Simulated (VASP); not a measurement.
# LiNbO3 (R-3c) in VASP: relaxation of shape and atoms at fixed volume with r2SCAN

Aim: the relaxation of shape and atoms at fixed volume of LiNbO3 with r2SCAN.

Program: VASP 6.6.1. These are calculated values, not measurements. Logs are shortened: lines on timing, memory, paths and dates and some standing lists are left out, and cuts for length are marked.

### 1 The cell of the first run

Symmetry: R-3c, No. 167, trigonal system. Conventional cell: a = 5.361 Å, b = 5.361 Å, c = 14.085 Å, α = 90.00°, β = 90.00°, γ = 120.00°. Within 2.9 Å of Li (site symmetry 32) lie 9 O at 2.09 to 2.87 Å. Within 2.7 Å of Nb (site symmetry -3) lie 6 O at 2.03 Å. Within 2.7 Å of O (site symmetry 2) lie 2 Nb at 2.03 Å and 1 Li at 2.09 Å.

### 2 Relaxation of shape and atoms at fixed volume, r2SCAN (11.68 Å³/atom)

The input, POSCAR:

```
LiNbO3
1.0
    2.6803595820      1.5475063262      4.6950922213
   -2.6803595820      1.5475063262      4.6950922213
    0.0000000000     -3.0950126524      4.6950922213
Li Nb O
2 2 6
Direct
    0.2500000000      0.2500000000      0.2500000000
    0.7500000000      0.7500000000      0.7500000000
    0.0000000000      0.0000000000      0.0000000000
    0.5000000000      0.5000000000      0.5000000000
    0.1397328027      0.3602671973      0.7500000000
    0.7500000000      0.1397328027      0.3602671973
    0.3602671973      0.7500000000      0.1397328027
    0.2500000000      0.8602671973      0.6397328027
    0.8602671973      0.6397328027      0.2500000000
    0.6397328027      0.2500000000      0.8602671973
```

The input, INCAR.step1:

```
ALGO = Normal
EDIFF = 1E-4
ENCUT = 600
GGA = PE
ISMEAR = 0
LASPH = True
LCHARG = False
LREAL = False
LWAVE = True
NELM = 80
PREC = Accurate
SIGMA = 0.02
```

The input, INCAR.step2:

```
ALGO = Normal
EDIFF = 1E-6
EDIFFG = -0.01
ENCUT = 600
IBRION = 2
ISIF = 4
ISMEAR = 0
ISTART = 1
LASPH = True
LCHARG = False
LMIXTAU = True
LREAL = False
LWAVE = False
METAGGA = R2SCAN
NELM = 80
NSW = 50
PREC = Accurate
SIGMA = 0.02
```

The input, KPOINTS:

```
k-points
0
Gamma
  6 6 6
```

Potentials or basis: VASP PAW PBE potentials, release 64 (Li_sv, Nb_sv, O).

On the command line:

```console
$ cat potpaw_PBE.64/Li_sv/POTCAR potpaw_PBE.64/Nb_sv/POTCAR potpaw_PBE.64/O/POTCAR > POTCAR
$ cp INCAR.step1 INCAR
$ mpirun -np 1 vasp_std > vasp.out
$ cp INCAR.step2 INCAR
$ mpirun -np 1 vasp_std > vasp.out
```

OUTCAR:

```text
EDIFF = 1E-6
   EDIFFG = -0.01
   ENCUT = 600
   IBRION = 2
   ISIF = 4
   ISMEAR = 0
   ISTART = 1
   LASPH = True
   LREAL = False
   METAGGA = R2SCAN
   NELM = 80
   NSW = 50
   PREC = Accurate

 ion  position               nearest neighbor table
   1  0.250  0.250  0.250-   9 2.09   8 2.09  10 2.09
   2  0.750  0.750  0.750-   5 2.09   6 2.09   7 2.09
   3  0.000  0.000  0.000-   7 2.03  10 2.03   8 2.03   6 2.03   9 2.03   5 2.03
   4  0.500  0.500  0.500-   6 2.03   8 2.03   7 2.03  10 2.03   9 2.03   5 2.03
   5  0.140  0.360  0.750-   3 2.03   4 2.03   2 2.09
   6  0.750  0.140  0.360-   4 2.03   3 2.03   2 2.09
   7  0.360  0.750  0.140-   3 2.03   4 2.03   2 2.09
   8  0.250  0.860  0.640-   4 2.03   3 2.03   1 2.09
   9  0.860  0.640  0.250-   3 2.03   4 2.03   1 2.09
  10  0.640  0.250  0.860-   3 2.03   4 2.03   1 2.09

  LATTYP: Found a trigonal (rhomboedric) cell.
 ALAT       =     5.6234326070
 COS(alpha) =     0.5456263614

  Lattice vectors:

 A1 = (   2.6803595820,   1.5475063262,   4.6950922213)
 A2 = (  -2.6803595820,   1.5475063262,   4.6950922213)
 A3 = (   0.0000000000,  -3.0950126524,   4.6950922213)

Analysis of symmetry for initial positions (statically):
=====================================================================
 Subroutine PRICEL returns:
 Original cell was already a primitive cell.

 Routine SETGRP: Setting up the symmetry group for a
 trigonal (rhombohedral) supercell.

 Subroutine GETGRP returns: Found 12 space group operations
 (whereof  6 operations were pure point group operations)
 out of a pool of 12 trial point group operations.

The static configuration has the point symmetry S_6 .
 The point group associated with its full space group is D_3d.

Analysis of symmetry for dynamics (positions and initial velocities):
=====================================================================
 Subroutine PRICEL returns:
 Original cell was already a primitive cell.

 Routine SETGRP: Setting up the symmetry group for a
 trigonal (rhombohedral) supercell.

 Subroutine GETGRP returns: Found 12 space group operations
 (whereof  6 operations were pure point group operations)
 out of a pool of 12 trial point group operations.

The dynamic configuration has the point symmetry S_6 .
 The point group associated with its full space group is D_3d.

 Subroutine INISYM returns: Found 12 space group operations
 (whereof  6 operations are pure point group operations),
 and found     1 'primitive' translations

----------------------------------------------------------------------------------------

                                     Primitive cell

  volume of cell :     116.8479

  direct lattice vectors                    reciprocal lattice vectors
     2.680359582  1.547506326  4.695092221     0.186542135  0.107700152  0.070996121
    -2.680359582  1.547506326  4.695092221    -0.186542135  0.107700152  0.070996121
     0.000000000 -3.095012652  4.695092221     0.000000000 -0.215400304  0.070996121

  length of vectors
     5.623432607  5.623432607  5.623432607     0.226798898  0.226798898  0.226798898

  position of ions in fractional coordinates (direct lattice)
     0.250000000  0.250000000  0.250000000
     0.750000000  0.750000000  0.750000000
     0.000000000  0.000000000  0.000000000
     0.500000000  0.500000000  0.500000000
     0.139732803  0.360267197  0.750000000
     0.750000000  0.139732803  0.360267197
     0.360267197  0.750000000  0.139732803
     0.250000000  0.860267197  0.639732803
     0.860267197  0.639732803  0.250000000
     0.639732803  0.250000000  0.860267197

  ion indices of the primitive-cell ions
   primitive index   ion index
                 1           1
                 2           2
                 3           3
                 4           4
                 5           5
                 6           6
                 7           7
                 8           8
                 9           9
                10          10

----------------------------------------------------------------------------------------

 KPOINTS: k-points

Automatic generation of k-mesh.
 Grid dimensions read from file:
 generate k-points for:    6    6    6

 Generating k-lattice:

  Cartesian coordinates                     Fractional coordinates (reciprocal lattice)
     0.031090356  0.017950025  0.011832687     0.166666667  0.000000000 -0.000000000
    -0.031090356  0.017950025  0.011832687     0.000000000  0.166666667 -0.000000000
     0.000000000 -0.035900051  0.011832687    -0.000000000 -0.000000000  0.166666667

  Length of vectors
     0.037799816  0.037799816  0.037799816

  Shift w.r.t. Gamma in fractional coordinates (k-lattice)
     0.000000000  0.000000000  0.000000000

 Subroutine IBZKPT returns following result:
 ===========================================

 Found     32 irreducible k-points:

 Following reciprocal coordinates:
            Coordinates               Weight
  0.000000  0.000000  0.000000      1.000000
  0.166667  0.000000  0.000000      6.000000
  0.333333  0.000000 -0.000000      6.000000
  0.500000  0.000000  0.000000      3.000000
  0.166667  0.166667  0.000000      6.000000
  0.333333  0.166667  0.000000     12.000000
[... 16 lines left out ...]
  0.500000  0.500000  0.166667      6.000000
 -0.333333  0.500000  0.166667     12.000000
 [... further k-points ...]
   k-points           NKPTS =     32   k-points in BZ     NKDIM =     32   number of bands    NBANDS=     40
   number of dos      NEDOS =    301   number of ions     NIONS =     10
   total plane-waves  NPLWV = 110592
   dimension x,y,z NGX =    48 NGY =   48 NGZ =   48
   dimension x,y,z NGXF=    96 NGYF=   96 NGZF=   96
   ions per type =               2   2   6
   NGX,Y,Z   is equivalent  to a cutoff of  14.19, 14.19, 14.19 a.u.
   NGXF,Y,Z  is equivalent  to a cutoff of  28.38, 28.38, 28.38 a.u.
 SYSTEM =  unknown system
   PREC   = accura    normal or accurate (medium, high low for compatibility)
   ISTART =      1    job   : 0-new  1-cont  2-samecut
   ICHARG =      0    charge: 1-file 2-atom 10-const
   ISPIN  =      1    spin polarized calculation?
   LNONCOLLINEAR =      F non collinear calculations
   LSORBIT =      F    spin-orbit coupling
   LASPH  =      T    aspherical Exc in radial PAW
   ENCUT  =  600.0 eV  44.10 Ry    6.64 a.u.  11.23 11.23 11.23*2*pi/ulx,y,z
   NELM   =     80;   NELMIN=  2; NELMDL=  0     # of ELM steps
   EDIFF  = 0.1E-05   stopping-criterion for ELM
   LREAL  =      F    real-space projection
   EDIFFG = -.1E-01   stopping-criterion for IOM
   NSW    =     50    number of steps for IOM
   IBRION =      2    ionic relax: 0-MD 1-quasi-New 2-CG
   NFREE  =      1    steps in history (QN), initial steepest desc. (CG)
   ISIF   =      4    stress and relaxation
   ISYM   =      2    0-nonsym 1-usesym 2-fastsym
   POTIM  = 0.5000    time-step for ionic-motion
   TEBEG  =    0.0;   TEEND  =   0.0 temperature during run
   PSTRESS=    0.0 pullay stress
   NELECT =      68.0000    total number of electrons
   NUPDOWN=      -1.0000    fix difference up-down
   EMIN   =  10.00;   EMAX   =-10.00  energy-range for DOS
   EFERMI =   0.00;   METHOD = LEGACY
   ISMEAR =     0;   SIGMA  =   0.02  broadening in eV -4-tet -1-fermi 0-gaus
   EFERMI_NEDOS =   21; number of points for ismear=-14 and -15
   IALGO  =     38    algorithm
   IMIX   =      4    mixing-type and parameters
     AMIX     =   0.40;   BMIX     =  1.00
     AMIX_MAG =   1.60;   BMIX_MAG =  1.00
  volume/ion in A,a.u.               =      11.68        78.85
  Fermi-wavevector in a.u.,A,eV,Ry     =   1.366798  2.582873 25.417526  1.868135
  Thomas-Fermi vector in A             =   2.492906
   LORBIT       =      0    0 simple, 1 ext, 2 COOP (PROOUT), +10 PAW based schemes
   METAGGA = R2SCAN    functional components
   LHFCALC =     F    Hartree Fock is set to
   AEXX    =    0.0000 exact exchange contribution
   IVDW    =     0    specifies the selected vdW correction
   LEPSILON=     F    determine dielectric tensor
   LRPA    =     F    only Hartree local field effects (RPA)
 conjugate gradient relaxation of ions
 non-spin polarized calculation
 Gauss-broadening in eV      SIGMA  =   0.02
  energy-cutoff  :      600.00
  volume of cell :      116.85
 maximum number of plane-waves:      3924
 NGX is ok and might be reduce to    48
   NGX = 23   NGY = 23   NGZ = 23

--------------------------------------- Ionic step        1  -------------------------------------------

 number of electron      68.0000005 magnetization

 Free energy of the ion-electron system (eV)
  ---------------------------------------------------
  ext. energy  EPLUGINS =         0.00000000
  ---------------------------------------------------
  free energy    TOTEN  =      -117.85591670 eV

  energy without entropy =     -117.85591670  energy(sigma->0) =     -117.85591670

------------------------ aborting loop because EDIFF is reached ----------------------------------------

  FORCE on cell =-STRESS in cart. coord.  units (eV):
  Direction    XX          YY          ZZ          XY          YZ          ZX
  --------------------------------------------------------------------------------------
  -------------------------------------------------------------------------------------
  Total      -10.9041434    -10.9041434    -10.6465256      0.0000000      0.0000000      0.0000000
  in kB     -149.5137953   -149.5137953   -145.9814305      0.0000000      0.0000000      0.0000000
  external PRESSURE =    -148.3363404 kB  Pullay stress =       0.0000000 kB
[... 205 lines left out ...]
  energy  without entropy=     -117.8826853945  energy(sigma->0) =     -117.88268539

--------------------------------------- Ionic step        6  -------------------------------------------

 number of electron      67.9999991 magnetization

 Free energy of the ion-electron system (eV)
  ---------------------------------------------------
  ext. energy  EPLUGINS =         0.00000000
  ---------------------------------------------------
  free energy    TOTEN  =      -117.88278074 eV

  energy without entropy =     -117.88278074  energy(sigma->0) =     -117.88278074

 E-fermi :   2.8708     XC(G=0): -10.9395

 val. band max:        2.6452277609   @ k =  -0.1667   0.1667   0.0000
 cond. band min:       5.2794764378   @ k =   0.5000   0.5000   0.0000
 fundamental gap:      2.6342486769
 Fermi energy:         2.8707768488

 k-point     1 :       0.0000    0.0000    0.0000
  band No.  band energies     occupation
      1     -53.8555      2.00000
      2     -53.8443      2.00000
      3     -42.1698      2.00000
      4     -42.1688      2.00000
      5     -29.2653      2.00000
      6     -29.2653      2.00000
[... 1021 lines left out ...]
     39       7.6724      0.00000
     40       7.9255      0.00000

 [... further k-points ...]
[... 5 lines left out ...]
  --------------------------------------------------------------------------------------
  -------------------------------------------------------------------------------------
  Total       -9.2000840     -9.2000840     -9.1924246      0.0000000     -0.0000000      0.0000000
  in kB     -126.1483295   -126.1483295   -126.0433061      0.0000000     -0.0000000      0.0000000
  external PRESSURE =    -126.1133217 kB  Pullay stress =       0.0000000 kB
[... 25 lines left out ...]
  FREE ENERGIE OF THE ION-ELECTRON SYSTEM (eV)
  ---------------------------------------------------
  free  energy   TOTEN  =      -117.8827807358 eV

  energy  without entropy=     -117.8827807358  energy(sigma->0) =     -117.88278074

 reached required accuracy - stopping structural energy minimisation
```

Run time: 1.7 h. Hardware: 1 thread of Oxide Virtual Turin-like, shared host; peak memory 0.43 GiB.

Results:

* Free energy: -117.8828 eV
* Energy gained by relaxing: 2.7 meV/atom
* Ionic steps: 6
* Pressure after relaxing: -12.6 GPa
* Largest force after relaxing: 0.003 eV/Å
* Band gap on the k mesh: 2.63 eV (least direct gap 2.74 eV)

Forces on the atoms (eV/Å):
```
Li   0.000  0.000  0.000
Li   0.000  0.000  0.000
Nb   0.000  0.000  0.000
Nb   0.000  0.000  0.000
O    0.003  0.000  0.000
O   -0.002  0.003  0.000
O   -0.002 -0.003  0.000
O    0.002 -0.003  0.000
O   -0.003  0.000  0.000
O    0.002  0.003  0.000
```

The path:
| step | energy change (eV) | largest force (eV/Å) | pressure (GPa) | volume (Å³) |
| --- | --- | --- | --- | --- |
| 1 | 0.0000 | 0.2351 | -14.83 | 116.85 |
| 2 | -0.0132 | 0.1627 | -14.23 | 116.85 |
| 3 | -0.0244 | 0.0198 | -12.94 | 116.85 |
| 4 | -0.0244 | 0.0128 | -12.87 | 116.85 |
| 5 | -0.0268 | 0.0055 | -12.69 | 116.85 |
| 6 | -0.0269 | 0.0034 | -12.61 | 116.85 |

Final structure:
```
Li Nb O
1.0
     2.68468    1.55000    4.68000
    -2.68468    1.55000    4.68000
     0.00000   -3.10000    4.68000
Li Nb O
2 2 6
Direct
  0.25000 0.25000 0.25000
  0.75000 0.75000 0.75000
  0.00000 0.00000 0.00000
  0.50000 0.50000 0.50000
  0.14753 0.35247 0.75000
  0.75000 0.14753 0.35247
  0.35247 0.75000 0.14753
  0.25000 0.85247 0.64753
  0.85247 0.64753 0.25000
  0.64753 0.25000 0.85247
```

Levels at points of the mesh, in eV from the valence-band top:
| k point | band 32 | band 33 | band 34 | band 35 | band 36 | band 37 |
| --- | --- | --- | --- | --- | --- | --- |
| (0.00, 0.00, 0.00) | -0.24 | -0.12 | -0.12 | 2.66 | 2.66 | 2.83 |
| (0.50, 0.00, 0.00) | -0.34 | -0.23 | -0.23 | 4.23 | 4.23 | 4.28 |
| (0.50, 0.50, 0.00) | -0.44 | -0.41 | -0.14 | 2.63 | 3.90 | 4.23 |
| (0.50, 0.50, 0.50) | -0.34 | -0.34 | -0.34 | 4.30 | 4.30 | 4.50 |

Caveat: the cutoff is under 1.25 times the usual one of these potentials, so pressure, stress and relaxed cells hold a basis-set (Pulay) error; the PAW data sets were made with another functional, which shifts forces and pressure a little.
